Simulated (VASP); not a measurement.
# W (Im-3m) in VASP: notebook

Runs on W. Level: PBE. Tasks: single point.

All numbers are computed with VASP 6.6.1; they aren't measurements. Logs are shortened: lines on timing, memory, paths and dates and some standing lists are left out, and cuts for length are marked.

### Step 1. The cell of the first run

It takes space group Im-3m (No. 229, cubic). Conventional cell: a = 3.165 Å, b = 3.165 Å, c = 3.165 Å, α = 90.00°, β = 90.00°, γ = 90.00°. Within 3.6 Å of W (site symmetry m-3m) lie 14 W at 2.74 to 3.16 Å.

### Step 2. Single point, PBE

INCAR reads:

```
SYSTEM = W
PREC = Accurate ; ENCUT = 520
EDIFF = 1E-6 ; ISMEAR = -1
SIGMA = 0.1 ; LREAL = .False.
LASPH = .True. ; NELM = 100
ALGO = Normal ; ISIF = 2
LWAVE = .False. ; LCHARG = .True.
GGA = PE ; LELF = .True.
LVHAR = .True. ; NBANDS = 13
```

KPOINTS reads:

```
Automatic mesh
0
Gamma
  13 13 13
  0 0 0
```

POSCAR reads:

```
W
1.0
   -1.5823450000      1.5823450000      1.5823450000
    1.5823450000     -1.5823450000      1.5823450000
    1.5823450000      1.5823450000     -1.5823450000
W
1
Direct
    0.0000000000      0.0000000000      0.0000000000
```

Potentials or basis: VASP PAW PBE potentials, release 64 (W_sv).

Run with:

```console
> cat potpaw_PBE.64/W_sv/POTCAR > POTCAR
> mpirun -np 1 vasp_std > vasp.out
```

OUTCAR:

```text
SYSTEM = W
   PREC = Accurate
   ENCUT = 520
   EDIFF = 1E-6
   ISMEAR = -1
   LREAL = .False.
   LASPH = .True.
   NELM = 100
   ISIF = 2
   GGA = PE

 ion  position               nearest neighbor table
   1  0.000  0.000  0.000-

  LATTYP: Found a body centered cubic cell.
 ALAT       =     3.1646900000

  Lattice vectors:

 A1 = (  -1.5823450000,   1.5823450000,   1.5823450000)
 A2 = (   1.5823450000,  -1.5823450000,   1.5823450000)
 A3 = (   1.5823450000,   1.5823450000,  -1.5823450000)

Analysis of symmetry for initial positions (statically):
=====================================================================
 Subroutine PRICEL returns:
 Original cell was already a primitive cell.

 Routine SETGRP: Setting up the symmetry group for a
 body centered cubic supercell.

 Subroutine GETGRP returns: Found 48 space group operations
 (whereof 48 operations were pure point group operations)
 out of a pool of 48 trial point group operations.

The static configuration has the point symmetry O_h .

Analysis of symmetry for dynamics (positions and initial velocities):
=====================================================================
 Subroutine PRICEL returns:
 Original cell was already a primitive cell.

 Routine SETGRP: Setting up the symmetry group for a
 body centered cubic supercell.

 Subroutine GETGRP returns: Found 48 space group operations
 (whereof 48 operations were pure point group operations)
 out of a pool of 48 trial point group operations.

The dynamic configuration has the point symmetry O_h .

 Subroutine INISYM returns: Found 48 space group operations
 (whereof 48 operations are pure point group operations),
 and found     1 'primitive' translations

----------------------------------------------------------------------------------------

                                     Primitive cell

  volume of cell :      15.8476

  direct lattice vectors                    reciprocal lattice vectors
    -1.582345000  1.582345000  1.582345000     0.000000000  0.315986716  0.315986716
     1.582345000 -1.582345000  1.582345000     0.315986716  0.000000000  0.315986716
     1.582345000  1.582345000 -1.582345000     0.315986716  0.315986716  0.000000000

  length of vectors
     2.740701935  2.740701935  2.740701935     0.446872699  0.446872699  0.446872699

  position of ions in fractional coordinates (direct lattice)
     0.000000000  0.000000000  0.000000000

  ion indices of the primitive-cell ions
   primitive index   ion index
                 1           1
[... 69 lines left out ...]
   LASPH  =      T    aspherical Exc in radial PAW
   ENCUT  =  520.0 eV  38.22 Ry    6.18 a.u.   5.10  5.10  5.10*2*pi/ulx,y,z
   NELM   =    100;   NELMIN=  2; NELMDL= -5     # of ELM steps
   EDIFF  = 0.1E-05   stopping-criterion for ELM
   LREAL  =      F    real-space projection
   EDIFFG = 0.1E-04   stopping-criterion for IOM
   NSW    =      0    number of steps for IOM
   IBRION =     -1    ionic relax: 0-MD 1-quasi-New 2-CG
   NFREE  =      0    steps in history (QN), initial steepest desc. (CG)
   ISIF   =      2    stress and relaxation
   ISYM   =      2    0-nonsym 1-usesym 2-fastsym
   POTIM  = 0.5000    time-step for ionic-motion
   TEBEG  =    0.0;   TEEND  =   0.0 temperature during run
   PSTRESS=    0.0 pullay stress
   NELECT =      14.0000    total number of electrons
   NUPDOWN=      -1.0000    fix difference up-down
   EMIN   =  10.00;   EMAX   =-10.00  energy-range for DOS
   EFERMI =   0.00;   METHOD = LEGACY
   ISMEAR =    -1;   SIGMA  =   0.10  broadening in eV -4-tet -1-fermi 0-gaus
   EFERMI_NEDOS =   21; number of points for ismear=-14 and -15
   IALGO  =     38    algorithm
   IMIX   =      4    mixing-type and parameters
     AMIX     =   0.40;   BMIX     =  1.00
     AMIX_MAG =   1.60;   BMIX_MAG =  1.00
  volume/ion in A,a.u.               =      15.85       106.94
  Fermi-wavevector in a.u.,A,eV,Ry     =   1.570832  2.968442 33.572544  2.467512
  Thomas-Fermi vector in A             =   2.672506
   LORBIT       =      0    0 simple, 1 ext, 2 COOP (PROOUT), +10 PAW based schemes
   GGA     = PE    functional components
[... 5 lines left out ...]
 non-spin polarized calculation
  energy-cutoff  :      520.00
  volume of cell :       15.85
 maximum number of plane-waves:       438
   NGX = 11   NGY = 11   NGZ = 11

 number of electron      14.0000004 magnetization

 Free energy of the ion-electron system (eV)
  ---------------------------------------------------
  ext. energy  EPLUGINS =         0.00000000
  ---------------------------------------------------
  free energy    TOTEN  =       -12.96656053 eV

  energy without entropy =      -12.95667262  energy(sigma->0) =      -12.96161657

 E-fermi :  11.4686     XC(G=0): -13.6420

 val. band max:       11.3313277206   @ k =  -0.3077   0.3077   0.2308
 cond. band min:      11.5096141365   @ k =  -0.4615   0.4615   0.2308
 fundamental gap:      0.1782864159
 Fermi energy:        11.4686059658

 k-point     1 :       0.0000    0.0000    0.0000
  band No.  band energies     occupation
      1     -62.7335      2.00000
      2     -26.2952      2.00000
      3     -26.2952      2.00000
      4     -26.2952      2.00000
      5       1.8085      2.00000
      6      10.2191      1.99999
      7      10.2191      1.99999
      8      10.2191      1.99999
      9      13.7107      0.00000
     10      13.7107      0.00000
     11      25.9649      0.00000
     12      25.9649      0.00000
     13      25.9649      0.00000
[... 354 lines left out ...]
  band No.  band energies     occupation
      1     -62.6365      2.00000
      2     -27.2195      2.00000
      3     -26.5798      2.00000
      4     -26.3662      2.00000
      5       5.4115      2.00000
      6       8.3727      2.00000
      7       9.0444      2.00000
      8      13.4783      0.00000
      9      14.1208      0.00000
     10      15.4465      0.00000
     11      25.7990      0.00000
     12      26.1525      0.00000
     13      29.9687      0.00000

 [... further k-points ...]
[... 5 lines left out ...]
  --------------------------------------------------------------------------------------
  -------------------------------------------------------------------------------------
  Total        0.5950922      0.5950922      0.5950922     -0.0000000     -0.0000000      0.0000000
  in kB       60.1632534     60.1632534     60.1632534     -0.0000000     -0.0000000      0.0000000
  external PRESSURE =      60.1632534 kB  Pullay stress =       0.0000000 kB

 VOLUME and BASIS-vectors are now :
 -----------------------------------------------------------------------------
  energy-cutoff  :      520.00
  volume of cell :       15.85
      direct lattice vectors                 reciprocal lattice vectors
    -1.582345000  1.582345000  1.582345000     0.000000000  0.315986716  0.315986716
     1.582345000 -1.582345000  1.582345000     0.315986716  0.000000000  0.315986716
     1.582345000  1.582345000 -1.582345000     0.315986716  0.315986716  0.000000000

 POSITION                                       TOTAL-FORCE (eV/Angst)
 -----------------------------------------------------------------------------------
      0.00000      0.00000      0.00000         0.000000      0.000000     -0.000000
 -----------------------------------------------------------------------------------
    total drift:                                0.000000     -0.000000      0.000000

  FREE ENERGIE OF THE ION-ELECTRON SYSTEM (eV)
  ---------------------------------------------------
  free  energy   TOTEN  =       -12.9665605266 eV

  energy  without entropy=      -12.9566726219  energy(sigma->0) =      -12.96161657
```

stdout:

```text
POSCAR found type information on POSCAR W
 POSCAR found :  1 types and       1 ions
 scaLAPACK will be used
 LDA part: xc-table for (Slater+PW92), standard interpolation
 POSCAR, INCAR and KPOINTS ok, starting setup
 FFT: planning ... GRIDC
 FFT: planning ... GRID_SOFT
 FFT: planning ... GRID
 WAVECAR not read
 entering main loop
```

Run time: 5.5 s. Hardware: 1 thread of Intel Xeon 6975P-C (Granite Rapids), shared host; peak memory 0.13 GiB.

What came out:

- Free energy: -12.9666 eV
- Pressure: 6.0 GPa
- Band gap on the k mesh: zero (band 7 reaches 15.96 eV, above the bottom of band 8 at 10.22 eV)

Caveat: spin-orbit coupling is left out, which moves the levels of the heavy elements.

### Step 3. Single point, PBE

This run uses another cell than the first one, of 16.27 Å³/atom, 1.027 times its volume.

INCAR reads:

```
SYSTEM = W
  PREC = Accurate
  ENCUT = 520
  EDIFF = 1E-7
  ISMEAR = -1
  SIGMA = 0.1
  LREAL = .FALSE.
  LASPH = .TRUE.
  NELM = 60
  ALGO = Normal
  ISIF = 2
  LWAVE = .FALSE.
  LCHARG = .FALSE.
  GGA = PE
  NBANDS = 13
```

KPOINTS reads:

```
regular mesh
0
G
  13 13 13
  0 0 0
```

POSCAR reads:

```
W
1.0
   -1.5962870840      1.5962870840      1.5962870840
    1.5962870840     -1.5962870840      1.5962870840
    1.5962870840      1.5962870840     -1.5962870840
W
1
Direct
    0.0000000000      0.0000000000      0.0000000000
```

Potentials or basis: VASP PAW PBE potentials, release 64 (W_sv).

Run with:

```console
> cat potpaw_PBE.64/W_sv/POTCAR > POTCAR
> mpirun -np 1 vasp_std > vasp.out
```

It took 6.3 s on 1 thread of Intel Xeon 6975P-C (Granite Rapids), shared host; peak memory 0.14 GiB.

The run converged. Its results:

- Free energy: -12.9715 eV
- Pressure: -2.2 GPa
- Band gap on the k mesh: zero (band 7 reaches 15.42 eV, above the bottom of band 8 at 9.88 eV)

Levels at points of the mesh, in eV from the Fermi level:
```tsv
k point	band 5	band 6	band 7	band 8	band 9	band 10
(0.00, 0.00, 0.00)	-9.51	-1.20	-1.20	-1.20	2.19	2.19
```

Caveat: spin-orbit coupling is left out, which moves the levels of the heavy elements.
